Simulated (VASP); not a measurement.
**Al2GaP3: single point with r2SCAN**

Al2GaP3:

```xyz
6
Lattice="3.8683 0.0000 0.0000 -1.9342 3.3501 0.0000 0.0000 0.0000 9.4738" Properties=species:S:1:pos:R:3 pbc="T T T"
Al    0.0000    0.0000    0.0018
Al    1.9342    1.1167    6.3107
Ga    0.0000    2.2334    3.1596
P     1.9342    1.1167    8.6852
P     0.0000    2.2334    5.5256
P     0.0000    0.0000    2.3702
```

```yaml
Program: VASP 6.6.1
Task: single point
Functional: r2SCAN
Potentials_or_basis: VASP PAW PBE potentials, release 64 (Al, Ga_d, P)
Cutoff: 520 eV
k_mesh: 6 × 6 × 2
Occupations: gaussian, width 0.01 eV
Spin: no spin polarisation
```

```yaml
Pressure: -0.2 GPa
Largest_force: 0.028 eV/Å
Band_gap_on_the_k_mesh: 1.88 eV, indirect (least direct gap 2.52 eV)
```

Forces on the atoms (eV/Å):
```
Al   0.000  0.000  0.001
Al   0.000  0.000 -0.001
Ga   0.000  0.000 -0.002
P    0.000  0.000  0.002
P    0.000  0.000  0.027
P    0.000  0.000 -0.028
```

Stress tensor (GPa, compression positive):
```
-0.18  0.00  0.00
 0.00 -0.18  0.00
 0.00  0.00 -0.28
```

Levels at points of the mesh, in eV from the valence-band top:
| k point | band 15 | band 16 | band 17 | band 18 | band 19 | band 20 |
| --- | --- | --- | --- | --- | --- | --- |
| (0.00, 0.00, 0.00) | -0.03 | 0.00 | 0.00 | 2.52 | 3.33 | 3.67 |
| (0.50, 0.00, 0.00) | -2.15 | -1.46 | -1.36 | 1.88 | 2.50 | 3.45 |
| (0.00, 0.00, 0.50) | -0.46 | -0.17 | -0.17 | 2.61 | 3.60 | 3.93 |
| (0.50, 0.00, 0.50) | -2.08 | -0.94 | -0.94 | 2.40 | 2.54 | 2.86 |

Run time: 2.3 min on 1 thread of Intel(R) Xeon(R) 6975P-C (Granite Rapids), with other jobs on the host, peak memory 0.27 GiB.

Caveat: the PAW data sets were made with another functional, which shifts forces and pressure a little. A k mesh can miss the band edges.
